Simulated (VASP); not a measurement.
C:

```xyz
2
Lattice="0.0000 1.6752 2.0102 1.6752 0.0000 2.0102 1.6752 1.6752 0.0000" Properties=species:S:1:pos:R:3 pbc="T T T"
C     1.6752    1.6752    2.0102
C     2.5128    2.5128    3.0153
```

This cell differs from its parent crystal: ratio of the length along z to the lengths across it x 1.2, volume and fractional coordinates fixed.

Base run:

* Program: VASP 6.6.1
* Functional: r2SCAN
* Potentials or basis: VASP PAW PBE potentials, release 64 (C_h)
* Cutoff: 910 eV
* k mesh: 12 × 12 × 12
* Occupations: gaussian, width 0.05 eV
* Spin: no spin polarisation

Its results: band gap on the k mesh 2.00 eV, indirect (least direct gap 4.24 eV); pressure 1.0 GPa.

**Question.** The run is repeated on the same cell with these changes: potentials or basis from VASP PAW PBE potentials, release 64 (C_h) to VASP PAW PBE potentials, release 64 (C); cutoff from 910 eV to 520 eV; further incar settings from ALGO = Normal; EDIFF = 1e-06; NBANDS = 11 to ALGO = Normal; EDIFF = 1e-07; NBANDS = 11. What comes out?

**Answer.** Band gap on the k mesh 1.97 eV, indirect (least direct gap 4.20 eV); pressure 2.9 GPa.

Caveats: the PAW data sets were made with another functional, which shifts forces and pressure a little; the cutoff is under 1.25 times the usual one of these potentials, so pressure, stress and relaxed cells hold a basis-set (Pulay) error (some runs).

A k mesh can miss the band edges.
